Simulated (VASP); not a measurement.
A run of VASP 6.6.1:

Contents of POSCAR:

```
BaTlBr3
1.0
    6.2293863475      0.0000000000      0.0000000000
    0.0000000000      6.2293863475      0.0000000000
    0.0000000000      0.0000000000      6.2293863475
Tl Ba Br
1 1 3
Direct
    0.0000000000      0.0000000000      0.0000000000
    0.5000000000      0.5000000000      0.5000000000
    0.5000000000      0.5000000000      0.0000000000
    0.5000000000      0.0000000000      0.5000000000
    0.0000000000      0.5000000000      0.5000000000
```

The input INCAR.step1:

```
PREC = Accurate
ENCUT = 520
ISMEAR = 0
SIGMA = 0.01
LREAL = F
LASPH = T
NELM = 60
NBANDS = 30
GGA = PE
ALGO = Normal
EDIFF = 1E-4
LWAVE = T
LCHARG = F
```

INCAR.step2

```
PREC = Accurate
ENCUT = 520
EDIFF = 1E-7
ISMEAR = 0
SIGMA = 0.01
LREAL = F
LASPH = T
NELM = 60
ALGO = Normal
ISIF = 2
LWAVE = F
LCHARG = F
METAGGA = R2SCAN
LMIXTAU = T
NBANDS = 30
ISTART = 1
```

The input KPOINTS:

```
regular mesh
0
Gamma
  4 4 4
```

Potentials or basis: VASP PAW PBE potentials, release 64 (Tl_d, Ba_sv, Br).

Launch:

```sh
$ cat potpaw_PBE.64/Tl_d/POTCAR potpaw_PBE.64/Ba_sv/POTCAR potpaw_PBE.64/Br/POTCAR > POTCAR
$ cp INCAR.step1 INCAR
$ mpirun -np 1 vasp_std > vasp.out
$ cp INCAR.step2 INCAR
$ mpirun -np 1 vasp_std > vasp.out
```

Hardware: 1 thread of Intel(R) Xeon(R) 6975P-C (Granite Rapids) (shared host).

**Question.** How long does it take, and how much memory?

**Answer.** Run time: 2.2 min on 1 thread of Intel(R) Xeon(R) 6975P-C (Granite Rapids), with other jobs on the host, peak memory 0.41 GiB. Counts: k points 10.
